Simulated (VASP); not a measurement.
# MgB2 (P1) in VASP: single point with PBE

Aim: the single point of MgB2 with PBE.

Everything below comes from runs of VASP 6.6.1. Logs are shortened: lines on timing, memory, paths and dates and some standing lists are left out, and cuts for length are marked.

### Step 1. The cell of the first run

The typed cell holds 3 atoms: a = 2.972 Å, b = 2.983 Å, c = 3.421 Å, α = 90.08°, β = 90.11°, γ = 119.62°.

### Step 2. Single point, PBE (atoms moved at random and the cell strained at random)

Contents of INCAR:

```
PREC = Accurate
ENCUT = 520
EDIFF = 1E-7
ISMEAR = 0
SIGMA = 0.1
LREAL = False
LASPH = True
NELM = 100
ALGO = Normal
ISIF = 2
LWAVE = False
LCHARG = False
GGA = PE
NBANDS = 11
```

Contents of KPOINTS:

```
Automatic mesh
0
Gamma
  14 14 10
```

Contents of POSCAR:

```
MgB2
1.0
    2.9720279797      0.0067561515     -0.0029616007
   -1.4801629910      2.5902174370     -0.0020191122
   -0.0033820800     -0.0046151300      3.4207625400
Mg B
1 2
Direct
   -0.0147487801     -0.0276304617      0.0011013341
    0.3301527215      0.6701401249      0.4949105876
    0.6845960585      0.3574903368      0.5039880783
```

Potentials or basis: VASP PAW PBE potentials, release 64 (Mg, B).

Started as:

```sh
$ cat potpaw_PBE.64/Mg/POTCAR potpaw_PBE.64/B/POTCAR > POTCAR
$ mpirun -np 1 vasp_std > vasp.out
```

OUTCAR:

```text
PREC = Accurate
   ENCUT = 520
   EDIFF = 1E-7
   ISMEAR = 0
   LREAL = False
   LASPH = True
   NELM = 100
   ISIF = 2
   GGA = PE

 ion  position               nearest neighbor table
   1  0.985  0.972  0.001-   3 2.33   3 2.35   2 2.37   2 2.40   2 2.40   2 2.42   3 2.45   3 2.47
                             2 2.47   3 2.49   3 2.49   2 2.51
   2  0.330  0.670  0.495-   3 1.67   3 1.72   3 1.78   1 2.37   1 2.40   1 2.40   1 2.42   1 2.47
                             1 2.51
   3  0.685  0.357  0.504-   2 1.67   2 1.72   2 1.78   1 2.33   1 2.35   1 2.45   1 2.47   1 2.49
                             1 2.49

  LATTYP: Found a triclinic cell.
 ALAT       =     2.9720371345
 B/A-ratio  =     1.7319613678
 C/A-ratio  =     1.1509840457
 COS(alpha) =     0.0003611199
 COS(beta)  =     0.0019882414
 COS(gamma) =     0.8637873794

  Lattice vectors:

 A1 = (   2.9720279797,   0.0067561515,  -0.0029616007)
 A2 = (   4.4521909707,  -2.5834612855,  -0.0009424885)
 A3 = (   0.0033820800,   0.0046151300,  -3.4207625400)

Analysis of symmetry for initial positions (statically):
=====================================================================
 Subroutine PRICEL returns:
 Original cell was already a primitive cell.

 Routine SETGRP: Setting up the symmetry group for a
 triclinic supercell.

 Subroutine GETGRP returns: Found  1 space group operations
 (whereof  1 operations were pure point group operations)
 out of a pool of  2 trial point group operations.

The static configuration has the point symmetry C_1 .

Analysis of symmetry for dynamics (positions and initial velocities):
=====================================================================
 Subroutine PRICEL returns:
 Original cell was already a primitive cell.

 Routine SETGRP: Setting up the symmetry group for a
 triclinic supercell.

 Subroutine GETGRP returns: Found  1 space group operations
 (whereof  1 operations were pure point group operations)
 out of a pool of  2 trial point group operations.

The dynamic configuration has the point symmetry C_1 .

 Subroutine INISYM returns: Found  1 space group operations
 (whereof  1 operations are pure point group operations),
 and found     1 'primitive' translations

----------------------------------------------------------------------------------------

                                     Primitive cell

  volume of cell :      26.3678

  direct lattice vectors                    reciprocal lattice vectors
     2.972027980  0.006756151 -0.002961601     0.336034656  0.192025290  0.000591306
    -1.480162991  2.590217437 -0.002019112    -0.000875973  0.385567810  0.000519324
[... 100 lines left out ...]
   EMIN   =  10.00;   EMAX   =-10.00  energy-range for DOS
   EFERMI =   0.00;   METHOD = LEGACY
   ISMEAR =     0;   SIGMA  =   0.10  broadening in eV -4-tet -1-fermi 0-gaus
   EFERMI_NEDOS =   21; number of points for ismear=-14 and -15
   IALGO  =     38    algorithm
   IMIX   =      4    mixing-type and parameters
     AMIX     =   0.40;   BMIX     =  1.00
     AMIX_MAG =   1.60;   BMIX_MAG =  1.00
  volume/ion in A,a.u.               =       8.79        59.31
  Fermi-wavevector in a.u.,A,eV,Ry     =   1.100052  2.078797 16.464611  1.210115
  Thomas-Fermi vector in A             =   2.236457
   LORBIT       =      0    0 simple, 1 ext, 2 COOP (PROOUT), +10 PAW based schemes
   GGA     = PE    functional components
   LHFCALC =     F    Hartree Fock is set to
   AEXX    =    0.0000 exact exchange contribution
   IVDW    =     0    specifies the selected vdW correction
   LEPSILON=     F    determine dielectric tensor
   LRPA    =     F    only Hartree local field effects (RPA)
 non-spin polarized calculation
 Gauss-broadening in eV      SIGMA  =   0.10
  energy-cutoff  :      520.00
  volume of cell :       26.37
 maximum number of plane-waves:       731
 NGX is ok and might be reduce to    24
   NGX = 11   NGY = 11   NGZ = 13

 number of electron       8.0000000 magnetization

 Free energy of the ion-electron system (eV)
  ---------------------------------------------------
  ext. energy  EPLUGINS =         0.00000000
  ---------------------------------------------------
  free energy    TOTEN  =       -15.14424514 eV

  energy without entropy =      -15.14063911  energy(sigma->0) =      -15.14244212

 E-fermi :   5.9525     XC(G=0): -11.2903

 val. band max:        5.9523049913   @ k =  -0.3571  -0.4286   0.3000
 cond. band min:       5.9586315183   @ k =   0.0714   0.0714   0.2000
 fundamental gap:      0.0063265270
 Fermi energy:         5.9524895347

 k-point     1 :       0.0000    0.0000    0.0000
  band No.  band energies     occupation
      1      -7.0431      2.00000
      2       2.7787      2.00000
      3       6.0128      0.39382
      4       6.8260      0.00000
      5       7.7908      0.00000
      6      12.1751      0.00000
      7      13.2880      0.00000
      8      15.1528      0.00000
      9      16.7928      0.00000
     10      19.7060      0.00000
     11      22.9733      0.00000
[... 309 lines left out ...]
 k-point    24 :       0.0714    0.1429   -0.0000
  band No.  band energies     occupation
      1      -6.3925      2.00000
      2       3.4013      2.00000
      3       4.0302      2.00000
      4       4.8791      2.00000
      5       8.3844      0.00000
      6      12.7062      0.00000
      7      14.6202      0.00000
      8      14.6676      0.00000
      9      16.3760      0.00000
     10      20.9910      0.00000
     11      21.3685      0.00000

 [... further k-points ...]

------------------------ aborting loop because EDIFF is reached ----------------------------------------

  FORCE on cell =-STRESS in cart. coord.  units (eV):
  Direction    XX          YY          ZZ          XY          YZ          ZX
  --------------------------------------------------------------------------------------
  -------------------------------------------------------------------------------------
  Total        3.7214293      2.5763184      2.1031342      0.1081844      0.0365597      0.0323695
  in kB      226.1235175    156.5436626    127.7917861      6.5735581      2.2214632      1.9668503
  external PRESSURE =     170.1529887 kB  Pullay stress =       0.0000000 kB

 VOLUME and BASIS-vectors are now :
 -----------------------------------------------------------------------------
  energy-cutoff  :      520.00
  volume of cell :       26.37
      direct lattice vectors                 reciprocal lattice vectors
     2.972027980  0.006756151 -0.002961601     0.336034656  0.192025290  0.000591306
    -1.480162991  2.590217437 -0.002019112    -0.000875973  0.385567810  0.000519324
    -0.003382080 -0.004615130  3.420762540     0.000290412  0.000393832  0.292333299

 POSITION                                       TOTAL-FORCE (eV/Angst)
 -----------------------------------------------------------------------------------
      1.48893      2.52530     -0.00111         0.001786      0.675714     -0.042376
     -0.01237      1.73576      1.69064         0.392527      0.143210      0.345425
      1.50379      0.92828      1.72127        -0.394313     -0.818925     -0.303049
 -----------------------------------------------------------------------------------
    total drift:                                0.000004     -0.000038      0.000009

  FREE ENERGIE OF THE ION-ELECTRON SYSTEM (eV)
  ---------------------------------------------------
  free  energy   TOTEN  =       -15.1442451412 eV

  energy  without entropy=      -15.1406391062  energy(sigma->0) =      -15.14244212
```

OSZICAR:

```text
N       E                     dE             d eps       ncg     rms          rms(c)
DAV:   1     0.491678356234E+01    0.49168E+01   -0.38743E+03 23336   0.617E+02
DAV:   2    -0.165417622835E+02   -0.21459E+02   -0.20203E+02 27265   0.111E+02
DAV:   3    -0.170741266693E+02   -0.53236E+00   -0.52811E+00 28109   0.144E+01
DAV:   4    -0.170754004491E+02   -0.12738E-02   -0.12737E-02 24946   0.763E-01
DAV:   5    -0.170754053366E+02   -0.48875E-05   -0.48875E-05 26835   0.492E-02    0.575E+00
DAV:   6    -0.154374012289E+02    0.16380E+01   -0.20464E+00 24948   0.689E+00    0.274E+00
DAV:   7    -0.151492126838E+02    0.28819E+00   -0.10418E+00 26058   0.491E+00    0.839E-01
DAV:   8    -0.151493688259E+02   -0.15614E-03   -0.70633E-02 24423   0.157E+00    0.335E-01
DAV:   9    -0.151442536701E+02    0.51152E-02   -0.12837E-02 24300   0.538E-01    0.495E-02
DAV:  10    -0.151442656883E+02   -0.12018E-04   -0.59856E-04 27070   0.146E-01    0.277E-02
DAV:  11    -0.151442458538E+02    0.19835E-04   -0.89791E-05 24507   0.512E-02    0.429E-03
DAV:  12    -0.151442451176E+02    0.73619E-06   -0.31952E-06 24604   0.115E-02    0.206E-03
DAV:  13    -0.151442451412E+02   -0.23600E-07   -0.17525E-07 24114   0.246E-03
   1 F= -.15144245E+02 E0= -.15142442E+02  d E =-.360604E-02
```

It took 5.4 min on 1 thread of AMD EPYC 7R13, shared host; peak memory 0.38 GiB.

What came out:

| Property | Result |
| --- | --- |
| Free energy | -15.1442 eV |
| Pressure | 17.0 GPa |
| Largest force | 0.958 eV/Å |
| Band gap on the k mesh | zero (band 4 reaches 7.53 eV, above the bottom of band 5 at 4.07 eV) |

Forces on the atoms (eV/Å):
```
Mg   0.002  0.676 -0.042
B    0.393  0.143  0.345
B   -0.394 -0.819 -0.303
```

Stress tensor (GPa, compression positive):
```
22.61  0.66  0.20
 0.66 15.65  0.22
 0.20  0.22 12.78
```

Caveat: the cell differs from its parent crystal (atoms moved at random and the cell strained at random).
